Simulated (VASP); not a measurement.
# TaN (Fm-3m) in VASP: notebook, part 2 of 2

VASP 6.6.1.

### Step 5. Single point, PBE

INCAR reads:

```
SYSTEM = TaN
  PREC = Accurate
  ENCUT = 520
  EDIFF = 1E-6
  ISMEAR = 0
  SIGMA = 0.022
  LREAL = .FALSE.
  LASPH = .TRUE.
  NELM = 60
  ALGO = Normal
  ISIF = 2
  LWAVE = .FALSE.
  LCHARG = .TRUE.
  GGA = PE
  LELF = .TRUE.
  LVHAR = .TRUE.
  NBANDS = 15
```

KPOINTS reads:

```
regular mesh
0
G
  10 10 10
  0 0 0
```

POSCAR reads:

```
TaN
1.0
    0.0000000000      2.2113230000      2.2113230000
    2.2113230000      0.0000000000      2.2113230000
    2.2113230000      2.2113230000      0.0000000000
Ta N
1 1
Direct
    0.5000000000      0.5000000000      0.5000000000
    0.0000000000      0.0000000000      0.0000000000
```

Potentials or basis: VASP PAW PBE potentials, release 64 (Ta_pv, N).

The run is started by

```bash
cat potpaw_PBE.64/Ta_pv/POTCAR potpaw_PBE.64/N/POTCAR > POTCAR
mpirun -np 1 vasp_std > vasp.out
```

OUTCAR:

```text
SYSTEM = TaN
   PREC = Accurate
   ENCUT = 520
   EDIFF = 1E-6
   ISMEAR = 0
   LREAL = .FALSE.
   LASPH = .TRUE.
   NELM = 60
   ISIF = 2
   GGA = PE

 ion  position               nearest neighbor table
   1  0.500  0.500  0.500-   2 2.21   2 2.21   2 2.21   2 2.21   2 2.21   2 2.21
   2  0.000  0.000  0.000-   1 2.21   1 2.21   1 2.21   1 2.21   1 2.21   1 2.21

  LATTYP: Found a face centered cubic cell.
 ALAT       =     4.4226460000

  Lattice vectors:

 A1 = (   0.0000000000,   2.2113230000,   2.2113230000)
 A2 = (   2.2113230000,   0.0000000000,   2.2113230000)
 A3 = (   2.2113230000,   2.2113230000,   0.0000000000)

Analysis of symmetry for initial positions (statically):
=====================================================================
 Subroutine PRICEL returns:
 Original cell was already a primitive cell.

 Routine SETGRP: Setting up the symmetry group for a
 face centered cubic supercell.

 Subroutine GETGRP returns: Found 48 space group operations
 (whereof 48 operations were pure point group operations)
 out of a pool of 48 trial point group operations.

The static configuration has the point symmetry O_h .

Analysis of symmetry for dynamics (positions and initial velocities):
[... 179 lines left out ...]
     12       9.4075      1.01390
     13      10.7342      0.00000
     14      18.7519      0.00000
[... 401 lines left out ...]
      2     -26.6983      2.00000
      3     -26.6743      2.00000
      4      -7.8290      2.00000
      5       1.4936      2.00000
      6       3.5494      2.00000
      7       4.2153      2.00000
      8       5.5544      2.00000
      9      11.4687      0.00000
     10      12.1973      0.00000
     11      12.2761      0.00000
     12      13.0965      0.00000
     13      17.5752      0.00000
     14      19.8463      0.00000
     15      21.6682      0.00000

 [... further k-points ...]

------------------------ aborting loop because EDIFF is reached ----------------------------------------

  FORCE on cell =-STRESS in cart. coord.  units (eV):
  Direction    XX          YY          ZZ          XY          YZ          ZX
  --------------------------------------------------------------------------------------
  -------------------------------------------------------------------------------------
  Total       -0.0793494     -0.0793494     -0.0793494     -0.0000000     -0.0000000      0.0000000
  in kB       -5.8785187     -5.8785187     -5.8785187     -0.0000000     -0.0000000      0.0000000
  external PRESSURE =      -5.8785187 kB  Pullay stress =       0.0000000 kB

 VOLUME and BASIS-vectors are now :
 -----------------------------------------------------------------------------
  energy-cutoff  :      520.00
  volume of cell :       21.63
      direct lattice vectors                 reciprocal lattice vectors
     0.000000000  2.211323000  2.211323000    -0.226108985  0.226108985  0.226108985
     2.211323000  0.000000000  2.211323000     0.226108985 -0.226108985  0.226108985
     2.211323000  2.211323000  0.000000000     0.226108985  0.226108985 -0.226108985

 POSITION                                       TOTAL-FORCE (eV/Angst)
 -----------------------------------------------------------------------------------
      2.21132      2.21132      2.21132         0.000000      0.000000      0.000000
      0.00000      0.00000      0.00000        -0.000000     -0.000000     -0.000000
 -----------------------------------------------------------------------------------
    total drift:                                0.000000     -0.000000     -0.000000

  FREE ENERGIE OF THE ION-ELECTRON SYSTEM (eV)
  ---------------------------------------------------
  free  energy   TOTEN  =       -21.8388842332 eV

  energy  without entropy=      -21.8383651269  energy(sigma->0) =      -21.83862468
```

Wall time 9.3 s (1 thread of Intel Xeon 6975P-C, shared host); peak memory 0.15 GiB.

Results:

```
Free energy            : -21.8389 eV
Pressure               : -0.6 GPa
Band gap on the k mesh : zero (band 8 reaches 11.20 eV, above the bottom of band 9 at 7.29 eV)
```

Levels at points of the mesh, in eV from the Fermi level:
```
           k point  band 6  band 7  band 8  band 9  band 10  band 11
(0.00, 0.00, 0.00)   -3.82   -3.82   -2.12   -2.12    -2.12     0.00
(0.50, 0.00, 0.00)   -7.50   -7.50    1.79    1.79     1.89     3.72
(0.50, 0.50, 0.00)   -5.41   -4.64   -4.64    2.00     3.38     3.38
```

Caveat: spin-orbit coupling is left out, which moves the levels of the heavy elements.

### Step 6. Single point, PBE

INCAR reads:

```
SYSTEM = TaN
ALGO = Normal ; EDIFF = 1E-7
ENCUT = 520 ; GGA = PE
ISIF = 2 ; ISMEAR = 0
LASPH = .TRUE. ; LCHARG = .FALSE.
LREAL = .FALSE. ; LWAVE = .FALSE.
NBANDS = 15 ; NELM = 60
PREC = Accurate ; SIGMA = 0.023
```

KPOINTS reads:

```
k-points
0
G
  10 10 10
  0 0 0
```

POSCAR is that of step 5.

Potentials or basis: VASP PAW PBE potentials, release 64 (Ta_pv, N).

The run is started by

```bash
cat potpaw_PBE.64/Ta_pv/POTCAR potpaw_PBE.64/N/POTCAR > POTCAR
mpirun -np 1 vasp_std > vasp.out
```

It took 8.7 s on 1 thread of Intel Xeon 6975P-C, shared host; peak memory 0.15 GiB.

It converged, with:

```yaml
Free_energy: -21.8389 eV
Pressure: -0.6 GPa
Band_gap_on_the_k_mesh: zero (band 8 reaches 11.20 eV, above the bottom of band 9 at 7.29 eV)
```

Levels at points of the mesh, in eV from the Fermi level:
| k point | band 6 | band 7 | band 8 | band 9 | band 10 | band 11 |
| --- | --- | --- | --- | --- | --- | --- |
| (0.00, 0.00, 0.00) | -3.82 | -3.82 | -2.12 | -2.12 | -2.12 | 0.00 |
| (0.50, 0.00, 0.00) | -7.50 | -7.50 | 1.79 | 1.79 | 1.89 | 3.72 |
| (0.50, 0.50, 0.00) | -5.41 | -4.64 | -4.64 | 2.00 | 3.39 | 3.39 |

Caveat: spin-orbit coupling is left out, which moves the levels of the heavy elements.

### Step 7. Overview

```tsv
smearing	gap on the mesh (eV)	pressure (GPa)
gaussian 0.015 eV	none	-0.6
gaussian 0.019 eV	none	-0.6
gaussian 0.02 eV	none	-0.6
gaussian 0.022 eV	none	-0.6
gaussian 0.023 eV	none	-0.6
```

Alike in all rows: task single point; level PBE; potentials or basis VASP PAW PBE potentials, release 64 (Ta_pv, N); no spin polarisation; cell as given; k mesh 10 × 10 × 10; cutoff (eV) 520.

Every run on the cell as given and a fine mesh finds a metal.

Caveats: spin-orbit coupling is left out, which moves the levels of the heavy elements.

Total energies depend on the potentials used, so only differences within one code and one set of settings carry meaning.
